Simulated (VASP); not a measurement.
**GdN: single point with PBE**

Crystal: GdN.

```xyz
2
Lattice="0.0000 2.4922 2.4922 2.4922 0.0000 2.4922 2.4922 2.4922 0.0000" Properties=species:S:1:pos:R:3 pbc="T T T"
Gd    2.4922    2.4922    2.4922
N     0.0000    0.0000    0.0000
```

```yaml
Program: VASP 6.6.1
Task: single point
Functional: PBE
Potentials_or_basis: VASP PAW PBE potentials, release 64 (Gd, N)
Cutoff: 520 eV
k_mesh: 14 × 14 × 14
Occupations: gaussian, width 0.1 eV
Spin: collinear spin, ferromagnetic start
Starting_moments: "[7.55, 0.0] μB"
```

The pressure is 0.2 GPa. The band gap on the k mesh is zero (filled and empty bands overlap). The net moment is 7.00 μB per cell. The site moments are Gd +6.80; N -0.08 μB and the valence electrons inside the program's atomic spheres are Gd 15.23; N 3.62.

Levels at points of the mesh, in eV from the Fermi level:
Spin up:
| k point | band 13 | band 14 | band 15 | band 16 | band 17 | band 18 |
| --- | --- | --- | --- | --- | --- | --- |
| (0.00, 0.00, 0.00) | 0.19 | 0.19 | 0.19 | 2.42 | 2.42 | 2.42 |
| (0.50, 0.00, 0.00) | -3.28 | -2.65 | -2.65 | 5.03 | 5.79 | 5.79 |
| (0.50, 0.50, 0.00) | -1.53 | -0.55 | -0.26 | -0.26 | 6.43 | 6.47 |
Spin down:
```csv
k point,band 6,band 7,band 8,band 9,band 10,band 11
"(0.00, 0.00, 0.00)",-0.93,-0.93,-0.93,1.61,2.15,2.15
"(0.50, 0.00, 0.00)",-4.16,-2.52,-2.52,1.75,1.85,1.85
"(0.50, 0.50, 0.00)",-1.18,-0.87,-0.87,0.16,1.90,1.96
```

Wall time 12 min on 1 thread of Intel Xeon 8259CL, with other jobs on the host, peak memory 0.28 GiB.

Caveat: spin-orbit coupling is left out, which moves the levels of the heavy elements; a cell with one magnetic atom can't hold antiferromagnetic order, which such compounds often take; semilocal functionals describe open f shells poorly, which spoils levels, moments and volumes. The state reached can hang on the start; a lower one may exist.
